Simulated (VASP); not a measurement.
# Ag (Fm-3m) in VASP: further runs

Runs on Ag. Level: PBE. Tasks: single point.

Everything below comes from runs of VASP 6.6.1. Logs are shortened: lines on timing, memory, paths and dates and some standing lists are left out, and cuts for length are marked.

## 1. The cell of the first run

Symmetry: Fm-3m, No. 225, cubic system. The conventional cell has a = 4.148 Å, b = 4.148 Å, c = 4.148 Å, α = 90.00°, β = 90.00°, γ = 90.00°. Ag (site symmetry m-3m) has 12 Ag at 2.93 Å within 3.9 Å.

## 2. Single point, PBE

The input, INCAR:

```
SYSTEM = Ag
PREC = Accurate
ENCUT = 520
EDIFF = 1E-6
ISMEAR = -1
SIGMA = 0.05
LREAL = .FALSE.
LASPH = .TRUE.
NELM = 100
ALGO = Normal
ISIF = 2
LWAVE = .FALSE.
LCHARG = .TRUE.
GGA = PE
LELF = .TRUE.
LVHAR = .TRUE.
NBANDS = 12
```

The input, KPOINTS:

```
Automatic mesh
0
G
  16 16 16
  0 0 0
```

The input, POSCAR:

```
Ag
1.0
    0.0000000000      2.0740021443      2.0740021443
    2.0740021443      0.0000000000      2.0740021443
    2.0740021443      2.0740021443      0.0000000000
Ag
1
Direct
    0.0000000000      0.0000000000      0.0000000000
```

Potentials or basis: VASP PAW PBE potentials, release 64 (Ag).

Started as:

```sh
$ cat potpaw_PBE.64/Ag/POTCAR > POTCAR
$ mpirun -np 1 vasp_std > vasp.out
```

OUTCAR:

```text
SYSTEM = Ag
   PREC = Accurate
   ENCUT = 520
   EDIFF = 1E-6
   ISMEAR = -1
   LREAL = .FALSE.
   LASPH = .TRUE.
   NELM = 100
   ISIF = 2
   GGA = PE

 ion  position               nearest neighbor table
   1  0.000  0.000  0.000-

  LATTYP: Found a face centered cubic cell.
 ALAT       =     4.1480042886

  Lattice vectors:

 A1 = (   0.0000000000,   2.0740021443,   2.0740021443)
 A2 = (   2.0740021443,   0.0000000000,   2.0740021443)
 A3 = (   2.0740021443,   2.0740021443,   0.0000000000)

Analysis of symmetry for initial positions (statically):
=====================================================================
 Subroutine PRICEL returns:
 Original cell was already a primitive cell.

 Routine SETGRP: Setting up the symmetry group for a
 face centered cubic supercell.

 Subroutine GETGRP returns: Found 48 space group operations
 (whereof 48 operations were pure point group operations)
 out of a pool of 48 trial point group operations.

The static configuration has the point symmetry O_h .

Analysis of symmetry for dynamics (positions and initial velocities):
=====================================================================
 Subroutine PRICEL returns:
 Original cell was already a primitive cell.

 Routine SETGRP: Setting up the symmetry group for a
 face centered cubic supercell.

 Subroutine GETGRP returns: Found 48 space group operations
 (whereof 48 operations were pure point group operations)
 out of a pool of 48 trial point group operations.

The dynamic configuration has the point symmetry O_h .

 Subroutine INISYM returns: Found 48 space group operations
 (whereof 48 operations are pure point group operations),
 and found     1 'primitive' translations

----------------------------------------------------------------------------------------

                                     Primitive cell

  volume of cell :      17.8426

  direct lattice vectors                    reciprocal lattice vectors
     0.000000000  2.074002144  2.074002144    -0.241079789  0.241079789  0.241079789
     2.074002144  0.000000000  2.074002144     0.241079789 -0.241079789  0.241079789
     2.074002144  2.074002144  0.000000000     0.241079789  0.241079789 -0.241079789

  length of vectors
     2.933081961  2.933081961  2.933081961     0.417562444  0.417562444  0.417562444

  position of ions in fractional coordinates (direct lattice)
     0.000000000  0.000000000  0.000000000

  ion indices of the primitive-cell ions
   primitive index   ion index
                 1           1

----------------------------------------------------------------------------------------

 KPOINTS: Automatic mesh

Automatic generation of k-mesh.
 Grid dimensions read from file:
 generate k-points for:   16   16   16

 Generating k-lattice:

  Cartesian coordinates                     Fractional coordinates (reciprocal lattice)
    -0.015067487  0.015067487  0.015067487     0.062500000  0.000000000  0.000000000
     0.015067487 -0.015067487  0.015067487     0.000000000  0.062500000  0.000000000
     0.015067487  0.015067487 -0.015067487     0.000000000  0.000000000  0.062500000

  Length of vectors
     0.026097653  0.026097653  0.026097653

  Shift w.r.t. Gamma in fractional coordinates (k-lattice)
     0.000000000  0.000000000  0.000000000

 Subroutine IBZKPT returns following result:
 ===========================================

 Found    145 irreducible k-points:

 Following reciprocal coordinates:
            Coordinates               Weight
  0.000000  0.000000  0.000000      1.000000
  0.062500  0.000000  0.000000      8.000000
  0.125000  0.000000  0.000000      8.000000
  0.187500  0.000000  0.000000      8.000000
  0.250000  0.000000  0.000000      8.000000
  0.312500  0.000000  0.000000      8.000000
[... 16 lines left out ...]
 -0.125000  0.062500  0.000000     24.000000
 -0.062500  0.062500  0.000000     12.000000
 [... further k-points ...]
   k-points           NKPTS =    145   k-points in BZ     NKDIM =    145   number of bands    NBANDS=     12
   number of dos      NEDOS =    301   number of ions     NIONS =      1
   total plane-waves  NPLWV =  13824
   dimension x,y,z NGX =    24 NGY =   24 NGZ =   24
   dimension x,y,z NGXF=    48 NGYF=   48 NGZF=   48
   ions per type =               1
   NGX,Y,Z   is equivalent  to a cutoff of  13.60, 13.60, 13.60 a.u.
   NGXF,Y,Z  is equivalent  to a cutoff of  27.21, 27.21, 27.21 a.u.
 SYSTEM =  Ag
   PREC   = accura    normal or accurate (medium, high low for compatibility)
   ISTART =      0    job   : 0-new  1-cont  2-samecut
   ICHARG =      2    charge: 1-file 2-atom 10-const
   ISPIN  =      1    spin polarized calculation?
   LNONCOLLINEAR =      F non collinear calculations
   LSORBIT =      F    spin-orbit coupling
   LASPH  =      T    aspherical Exc in radial PAW
   ENCUT  =  520.0 eV  38.22 Ry    6.18 a.u.   5.45  5.45  5.45*2*pi/ulx,y,z
   NELM   =    100;   NELMIN=  2; NELMDL= -5     # of ELM steps
   EDIFF  = 0.1E-05   stopping-criterion for ELM
   LREAL  =      F    real-space projection
   EDIFFG = 0.1E-04   stopping-criterion for IOM
   NSW    =      0    number of steps for IOM
   IBRION =     -1    ionic relax: 0-MD 1-quasi-New 2-CG
   NFREE  =      0    steps in history (QN), initial steepest desc. (CG)
   ISIF   =      2    stress and relaxation
   ISYM   =      2    0-nonsym 1-usesym 2-fastsym
   POTIM  = 0.5000    time-step for ionic-motion
   TEBEG  =    0.0;   TEEND  =   0.0 temperature during run
   PSTRESS=    0.0 pullay stress
   NELECT =      11.0000    total number of electrons
   NUPDOWN=      -1.0000    fix difference up-down
   EMIN   =  10.00;   EMAX   =-10.00  energy-range for DOS
   EFERMI =   0.00;   METHOD = LEGACY
   ISMEAR =    -1;   SIGMA  =   0.05  broadening in eV -4-tet -1-fermi 0-gaus
   EFERMI_NEDOS =   21; number of points for ismear=-14 and -15
   IALGO  =     38    algorithm
   IMIX   =      4    mixing-type and parameters
     AMIX     =   0.40;   BMIX     =  1.00
     AMIX_MAG =   1.60;   BMIX_MAG =  1.00
  volume/ion in A,a.u.               =      17.84       120.41
  Fermi-wavevector in a.u.,A,eV,Ry     =   1.393327  2.633007 26.413825  1.941361
  Thomas-Fermi vector in A             =   2.516984
   LORBIT       =      0    0 simple, 1 ext, 2 COOP (PROOUT), +10 PAW based schemes
   GGA     = PE    functional components
   LHFCALC =     F    Hartree Fock is set to
   AEXX    =    0.0000 exact exchange contribution
   IVDW    =     0    specifies the selected vdW correction
   LEPSILON=     F    determine dielectric tensor
   LRPA    =     F    only Hartree local field effects (RPA)
 non-spin polarized calculation
  energy-cutoff  :      520.00
  volume of cell :       17.84
 maximum number of plane-waves:       531
 NGX is ok and might be reduce to    24
   NGX = 11   NGY = 11   NGZ = 11

 number of electron      11.0000000 magnetization

 Free energy of the ion-electron system (eV)
  ---------------------------------------------------
  ext. energy  EPLUGINS =         0.00000000
  ---------------------------------------------------
  free energy    TOTEN  =        -2.72019527 eV

  energy without entropy =       -2.71784496  energy(sigma->0) =       -2.71902011

 E-fermi :   7.7726     XC(G=0): -11.9405

 val. band max:        7.7710419212   @ k =   0.5000   0.1875   0.0625
 cond. band min:       7.8629148544   @ k =   0.4375   0.3750   0.0000
 fundamental gap:      0.0918729332
 Fermi energy:         7.7725900212

 k-point     1 :       0.0000    0.0000    0.0000
  band No.  band energies     occupation
      1       0.3748      2.00000
      2       3.1686      2.00000
      3       3.1686      2.00000
      4       3.1686      2.00000
      5       4.1222      2.00000
      6       4.1222      2.00000
      7      23.7338      0.00000
      8      27.0433      0.00000
      9      27.0433      0.00000
     10      27.0433      0.00000
     11      31.7420      0.00000
     12      32.6021      0.00000

 k-point     2 :       0.0625    0.0000    0.0000
  band No.  band energies     occupation
      1       0.4926      2.00000
      2       3.1431      2.00000
      3       3.2001      2.00000
      4       3.2001      2.00000
      5       4.1106      2.00000
      6       4.1106      2.00000
      7      23.7328      0.00000
      8      26.0232      0.00000
      9      27.0743      0.00000
     10      27.0743      0.00000
     11      31.6702      0.00000
     12      32.4906      0.00000

 k-point     3 :       0.1250    0.0000    0.0000
  band No.  band energies     occupation
      1       0.8290      2.00000
      2       3.0901      2.00000
      3       3.2782      2.00000
      4       3.2782      2.00000
      5       4.0916      2.00000
      6       4.0916      2.00000
      7      23.0770      0.00000
      8      24.7225      0.00000
      9      27.1331      0.00000
     10      27.1331      0.00000
     11      30.7262      0.00000
     12      32.0635      0.00000

 k-point     4 :       0.1875    0.0000    0.0000
  band No.  band energies     occupation
      1       1.3069      2.00000
      2       3.1035      2.00000
      3       3.3502      2.00000
      4       3.3502      2.00000
      5       4.1164      2.00000
      6       4.1164      2.00000
      7      20.9923      0.00000
      8      24.5127      0.00000
      9      27.1171      0.00000
     10      27.1171      0.00000
     11      30.1160      0.00000
     12      31.3288      0.00000

 k-point     5 :       0.2500    0.0000    0.0000
  band No.  band energies     occupation
      1       1.7020      2.00000
      2       3.3548      2.00000
      3       3.3548      2.00000
      4       3.4257      2.00000
      5       4.2396      2.00000
      6       4.2396      2.00000
      7      18.6157      0.00000
      8      24.2562      0.00000
      9      26.8836      0.00000
     10      26.8836      0.00000
     11      30.2317      0.00000
     12      30.6295      0.00000

 k-point     6 :       0.3125    0.0000    0.0000
  band No.  band energies     occupation
      1       1.8136      2.00000
      2       3.2975      2.00000
      3       3.2975      2.00000
      4       4.2664      2.00000
      5       4.4404      2.00000
      6       4.4404      2.00000
      7      16.2573      0.00000
      8      23.8126      0.00000
      9      26.3911      0.00000
     10      26.3911      0.00000
     11      30.2250      0.00000
     12      30.2250      0.00000

 k-point     7 :       0.3750    0.0000    0.0000
  band No.  band energies     occupation
      1       1.7746      2.00000
      2       3.2247      2.00000
      3       3.2247      2.00000
      4       4.6484      2.00000
      5       4.6484      2.00000
      6       5.4718      2.00000
      7      14.0351      0.00000
      8      23.3715      0.00000
      9      25.8145      0.00000
     10      25.8145      0.00000
     11      30.0727      0.00000
     12      30.0727      0.00000

 k-point     8 :       0.4375    0.0000    0.0000
  band No.  band energies     occupation
      1       1.7189      2.00000
      2       3.1699      2.00000
      3       3.1699      2.00000
      4       4.8011      2.00000
      5       4.8011      2.00000
      6       6.7851      2.00000
      7      12.1253      0.00000
      8      23.0680      0.00000
      9      25.3786      0.00000
     10      25.3786      0.00000
     11      30.0344      0.00000
     12      30.0344      0.00000
[... 166 lines left out ...]
 k-point    20 :      -0.3125    0.0625    0.0000
  band No.  band energies     occupation
      1       1.8840      2.00000
      2       3.2499      2.00000
      3       3.3132      2.00000
      4       4.1185      2.00000
      5       4.3837      2.00000
      6       5.1934      2.00000
      7      15.5718      0.00000
      8      23.1770      0.00000
      9      25.0184      0.00000
     10      27.0846      0.00000
     11      29.8755      0.00000
     12      29.9330      0.00000

 k-point    21 :      -0.2500    0.0625    0.0000
  band No.  band energies     occupation
      1       1.8571      2.00000
      2       3.2772      2.00000
      3       3.3854      2.00000
      4       3.5355      2.00000
      5       4.1518      2.00000
      6       4.6190      2.00000
      7      17.8999      0.00000
      8      23.4805      0.00000
      9      25.6753      0.00000
     10      28.2551      0.00000
     11      29.2524      0.00000
     12      29.7591      0.00000

 k-point    22 :      -0.1875    0.0625    0.0000
  band No.  band energies     occupation
      1       1.5592      2.00000
      2       3.0512      2.00000
      3       3.4050      2.00000
      4       3.4088      2.00000
      5       4.0028      2.00000
      6       4.3322      2.00000
      7      20.2897      0.00000
      8      23.7722      0.00000
      9      26.2101      0.00000
     10      28.5867      0.00000
     11      28.9504      0.00000
     12      30.5561      0.00000

 k-point    23 :      -0.1250    0.0625    0.0000
  band No.  band energies     occupation
      1       1.0775      2.00000
      2       3.0216      2.00000
      3       3.3340      2.00000
      4       3.3593      2.00000
      5       3.9905      2.00000
      6       4.1930      2.00000
      7      22.5602      0.00000
      8      24.0398      0.00000
      9      26.2922      0.00000
     10      28.1670      0.00000
     11      29.6051      0.00000
     12      31.9693      0.00000

 k-point    24 :      -0.0625    0.0625    0.0000
  band No.  band energies     occupation
      1       0.6843      2.00000
      2       3.0901      2.00000
      3       3.2431      2.00000
      4       3.2699      2.00000
      5       4.0498      2.00000
      6       4.1417      2.00000
      7      23.6615      0.00000
      8      25.0549      0.00000
      9      26.4058      0.00000
     10      27.6130      0.00000
     11      30.8283      0.00000
     12      32.5528      0.00000

 [... further k-points ...]
[... 5 lines left out ...]
  --------------------------------------------------------------------------------------
  -------------------------------------------------------------------------------------
  Total       -0.0125930     -0.0125930     -0.0125930     -0.0000000     -0.0000000      0.0000000
  in kB       -1.1307907     -1.1307907     -1.1307907     -0.0000000     -0.0000000      0.0000000
  external PRESSURE =      -1.1307907 kB  Pullay stress =       0.0000000 kB

 VOLUME and BASIS-vectors are now :
 -----------------------------------------------------------------------------
  energy-cutoff  :      520.00
  volume of cell :       17.84
      direct lattice vectors                 reciprocal lattice vectors
     0.000000000  2.074002144  2.074002144    -0.241079789  0.241079789  0.241079789
     2.074002144  0.000000000  2.074002144     0.241079789 -0.241079789  0.241079789
     2.074002144  2.074002144  0.000000000     0.241079789  0.241079789 -0.241079789

 POSITION                                       TOTAL-FORCE (eV/Angst)
 -----------------------------------------------------------------------------------
      0.00000      0.00000      0.00000         0.000000      0.000000      0.000000
 -----------------------------------------------------------------------------------
    total drift:                                0.000000      0.000000     -0.000000

  FREE ENERGIE OF THE ION-ELECTRON SYSTEM (eV)
  ---------------------------------------------------
  free  energy   TOTEN  =        -2.7201952711 eV

  energy  without entropy=       -2.7178449572  energy(sigma->0) =       -2.71902011
```

It took 19 s on 1 thread of Intel Xeon Platinum 8488C (Sapphire Rapids), shared host; peak memory 0.16 GiB.

What came out:

| Property | Result |
| --- | --- |
| Free energy | -2.7202 eV |
| Pressure | -0.1 GPa |

Levels at points of the mesh, in eV from the Fermi level:
| k point | band 4 | band 5 | band 6 | band 7 | band 8 | band 9 |
| --- | --- | --- | --- | --- | --- | --- |
| (0.00, 0.00, 0.00) | -4.60 | -3.65 | -3.65 | 15.96 | 19.27 | 19.27 |
| (0.50, 0.00, 0.00) | -2.92 | -2.92 | -0.23 | 3.40 | 15.19 | 17.45 |
| (0.50, 0.50, 0.00) | -2.72 | -2.72 | 1.69 | 6.44 | 10.48 | 10.48 |

## 3. Single point, PBE (volume scaled by 1.022, to set the pressure)

The input, INCAR:

```
SYSTEM = Ag
  PREC = Accurate
  ENCUT = 520
  EDIFF = 1E-6
  ISMEAR = -1
  SIGMA = 0.05
  LREAL = .False.
  LASPH = .True.
  NELM = 100
  ALGO = Normal
  ISIF = 2
  LWAVE = .False.
  LCHARG = .False.
  GGA = PE
  NBANDS = 12
```

The input, KPOINTS:

```
Automatic mesh
0
Gamma
  16 16 16
  0 0 0
```

The input, POSCAR:

```
Ag
1.0
    0.0000000000      2.0891013017      2.0891013017
    2.0891013017      0.0000000000      2.0891013017
    2.0891013017      2.0891013017      0.0000000000
Ag
1
Direct
    0.0000000000      0.0000000000      0.0000000000
```

Potentials or basis: VASP PAW PBE potentials, release 64 (Ag).

Started as:

```sh
$ cat potpaw_PBE.64/Ag/POTCAR > POTCAR
$ mpirun -np 1 vasp_std > vasp.out
```

OUTCAR:

```text
SYSTEM = Ag
   PREC = Accurate
   ENCUT = 520
   EDIFF = 1E-6
   ISMEAR = -1
   LREAL = .False.
   LASPH = .True.
   NELM = 100
   ISIF = 2
   GGA = PE

 ion  position               nearest neighbor table
   1  0.000  0.000  0.000-

  LATTYP: Found a face centered cubic cell.
 ALAT       =     4.1782026034

  Lattice vectors:

 A1 = (   0.0000000000,   2.0891013017,   2.0891013017)
 A2 = (   2.0891013017,   0.0000000000,   2.0891013017)
 A3 = (   2.0891013017,   2.0891013017,   0.0000000000)

Analysis of symmetry for initial positions (statically):
[... 531 lines left out ...]
      7      23.2888      0.00000
      8      24.5889      0.00000
      9      25.9249      0.00000
     10      27.1328      0.00000
     11      30.2651      0.00000
     12      31.9223      0.00000

 [... further k-points ...]
[... 5 lines left out ...]
  --------------------------------------------------------------------------------------
  -------------------------------------------------------------------------------------
  Total       -0.2208015     -0.2208015     -0.2208015     -0.0000000     -0.0000000      0.0000000
  in kB      -19.4001021    -19.4001021    -19.4001021     -0.0000000     -0.0000000      0.0000000
  external PRESSURE =     -19.4001021 kB  Pullay stress =       0.0000000 kB

 VOLUME and BASIS-vectors are now :
 -----------------------------------------------------------------------------
  energy-cutoff  :      520.00
  volume of cell :       18.24
      direct lattice vectors                 reciprocal lattice vectors
     0.000000000  2.089101302  2.089101302    -0.239337365  0.239337365  0.239337365
     2.089101302  0.000000000  2.089101302     0.239337365 -0.239337365  0.239337365
     2.089101302  2.089101302  0.000000000     0.239337365  0.239337365 -0.239337365

 POSITION                                       TOTAL-FORCE (eV/Angst)
 -----------------------------------------------------------------------------------
      0.00000      0.00000      0.00000        -0.000000     -0.000000     -0.000000
 -----------------------------------------------------------------------------------
    total drift:                               -0.000000      0.000000     -0.000000

  FREE ENERGIE OF THE ION-ELECTRON SYSTEM (eV)
  ---------------------------------------------------
  free  energy   TOTEN  =        -2.7178218502 eV

  energy  without entropy=       -2.7155130283  energy(sigma->0) =       -2.71666744
```

stdout:

```text
POSCAR found type information on POSCAR Ag
 POSCAR found :  1 types and       1 ions
 scaLAPACK will be used
 LDA part: xc-table for (Slater+PW92), standard interpolation
 POSCAR, INCAR and KPOINTS ok, starting setup
 FFT: planning ... GRIDC
 FFT: planning ... GRID_SOFT
 FFT: planning ... GRID
 WAVECAR not read
 entering main loop
```

It took 15 s on 1 thread of Intel Xeon Platinum 8488C (Sapphire Rapids), shared host; peak memory 0.15 GiB.

What came out:

```
Free energy : -2.7178 eV
Pressure    : -1.9 GPa
```

Levels at points of the mesh, in eV from the Fermi level:
```csv
k point,band 4,band 5,band 6,band 7,band 8,band 9
"(0.00, 0.00, 0.00)",-4.54,-3.62,-3.62,15.90,19.08,19.08
"(0.50, 0.00, 0.00)",-2.91,-2.91,-0.18,3.28,15.13,17.22
"(0.50, 0.50, 0.00)",-2.73,-2.73,1.71,6.27,10.36,10.36
```

Caveat: the cell differs from its parent crystal (volume scaled by 1.022, to set the pressure).

(Part 1 of 2 ends here.)
